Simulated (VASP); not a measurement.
TaN: relaxation of cell and atoms with PBEsol

Crystal: TaN.

```xyz
6
Lattice="5.1910 0.0000 0.0000 -2.5955 4.4955 0.0000 0.0000 0.0000 2.9080" Properties=species:S:1:pos:R:3 pbc="T T T"
Ta    0.0000    0.0000    0.0000
Ta    0.0000    2.9970    1.4540
Ta    2.5955    1.4985    1.4540
N     2.5955    0.0000    0.0000
N    -1.2977    2.2478    0.0000
N     1.2977    2.2478    0.0000
```

```json
{
  "Program": "VASP 6.6.1",
  "Task": "relaxation of cell and atoms",
  "Functional": "PBEsol",
  "Potentials or basis": "VASP PAW PBE potentials, release 64 (Ta_pv, N)",
  "Cutoff": "600 eV",
  "k mesh": "6 × 6 × 9",
  "Occupations": "gaussian, width 0.1 eV",
  "Spin": "no spin polarisation",
  "Dipole correction": "no",
  "Further INCAR settings": "ALGO = Normal; EDIFF = 1e-07; IBRION = 2; EDIFFG = -0.01; NSW = 80; ISIF = 3"
}
```

```
Relaxed volume                         : 11.37 Å³/atom
Relaxed cell                           : a = 5.197 Å, b = 5.197 Å, c = 2.916 Å, α = 90.00°, β = 90.00°, γ = 120.00°
Space group after relaxing (to 0.05 Å) : P6/mmm (No. 191)
Energy gained by relaxing              : 0.4 meV/atom
Ionic steps                            : 3
Pressure after relaxing                : 0.0 GPa
Band gap on the k mesh                 : zero (band 24 reaches 8.77 eV, above the bottom of band 25 at 6.71 eV)
```

Stress tensor (GPa, compression positive):
```
-0.11  0.00  0.00
 0.00 -0.11  0.00
 0.00  0.00  0.09
```

The path:
```tsv
step	energy change (eV)	largest force (eV/Å)	pressure (GPa)	volume (Å³)
1	0.0000	0.0000	1.72	67.86
2	0.0111	0.0000	-4.28	69.06
3	-0.0021	0.0000	-0.05	68.20
```

Final structure:
```
Ta N
1.0
     5.19709    0.00000    0.00000
    -2.59854    4.50081    0.00000
     0.00000    0.00000    2.91577
Ta N
3 3
Direct
  0.00000 0.00000 0.00000
  0.33333 0.66667 0.50000
  0.66667 0.33333 0.50000
  0.50000 0.00000 0.00000
  0.00000 0.50000 0.00000
  0.50000 0.50000 0.00000
```

Levels at points of the mesh, in eV from the Fermi level:
```
           k point  band 20  band 21  band 22  band 23  band 24  band 25  band 26  band 27  band 28
(0.00, 0.00, 0.00)    -2.81    -2.81    -2.30    -1.88    -1.10    -1.10     0.95     0.95     1.37
(0.50, 0.00, 0.00)    -4.44    -3.22    -2.71    -1.53    -0.52     1.49     1.96     2.00     2.43
```

It took 120 s on 1 thread of Intel(R) Xeon(R) 6975P-C (Granite Rapids), on a shared host, peak memory 0.25 GiB.

Caveat: the PAW data sets were made with another functional, which shifts forces and pressure a little; spin-orbit coupling is left out, which moves the levels of the heavy elements. Zero-point motion and thermal expansion aren't in these numbers.
